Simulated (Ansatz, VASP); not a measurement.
**Two plane-wave programs on N**

```xyz
4
Lattice="3.7421 0.0000 0.0000 0.0000 3.7421 0.0000 0.0000 0.0000 6.3677" Properties=species:S:1:pos:R:3 pbc="T T T"
N     3.3839    3.3839    0.0000
N     2.2292    1.5128    3.1839
N     0.3582    0.3582    0.0000
N     1.5128    2.2292    3.1839
```

Alike in both runs: task single point; functional LDA; k mesh 6 × 6 × 6; occupations gaussian, width 0.05 eV; no spin polarisation.

```csv
,VASP,Ansatz
version,VASP 6.6.1,Ansatz 0.2.0
potentials or method,"VASP PAW LDA potentials, release 64 (N), cutoff 520 eV","scalar-relativistic, plane waves, PAW"
valence electrons in the cell,20,20
```

|  | VASP | Ansatz | Ansatz less VASP |
| --- | --- | --- | --- |
| gap on the k mesh at the Fermi level (eV) | 7.64 | 7.71 | +0.064 |
| least direct gap on the mesh (eV) | 8.40 | 8.46 | +0.062 |
| pressure (GPa) | 23.3 | 18.9 | -4.39 |
| traceless stress, the component that is largest in VASP (GPa) | -24.04 | -19.48 | +4.563 |
| rms of the force components (eV/Å) | 11.325 | 9.161 | -2.1642 |

LDA's correlation is that of Perdew and Zunger in VASP and of Perdew and Wang (1992) in Ansatz. Atom by atom the forces differ by 2.164 eV/Å (rms over components).

Noted on VASP's run: the standard files for N, O and F lose accuracy on very short bonds.
